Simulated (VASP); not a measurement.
Runs of VASP 6.6.1 on Al3H. The structure is that of space group P6/mmm (No. 191), or close to it. The cells are those of the table. The cell was generated, and may not be a known phase.

```tsv
task	cell	k mesh	cutoff (eV)	gap on the mesh (eV)	pressure (GPa)	relaxed volume (Å³/atom)
relaxation of cell and atoms	relaxed from a = 4.552, b = 4.552, c = 3.663 Å, angles 90.0, 90.0, 120.0°, 4 atoms	6 × 6 × 6	600	none	0.1	16.86
relaxation of cell and atoms	relaxed from a = 5.291, b = 5.291, c = 2.780 Å, angles 90.0, 90.0, 120.0°, 4 atoms	12 × 12 × 16	600	none	0.0	(a)
single point	a = 5.291, b = 5.291, c = 2.780 Å, angles 90.0, 90.0, 120.0°, 4 atoms	6 × 6 × 6	520	none	0.0	-
single point	a = 5.383, b = 5.383, c = 2.681 Å, angles 90.0, 90.0, 120.0°, 4 atoms	12 × 12 × 16	520	none	0.0	-
single point	a = 4.552, b = 4.552, c = 3.663 Å, angles 90.0, 90.0, 120.0°, 4 atoms	6 × 6 × 6	520	none	22.4	-
```

Alike in all rows: level PBE; potentials or basis VASP PAW PBE potentials, release 64 (Al, H); no spin polarisation; smearing gaussian 0.1 eV.

Q: Estimate the missing entries.

A: (a) 16.82.

Caveats: some runs use coarse meshes; a cell axis changed by over 15 % at a fixed basis, so the end point is rough (at least some runs); the stress differs along the axes, from -10 to 39 GPa (at least some runs).

A gap of «none» marks levels without a gap at the run's occupations.
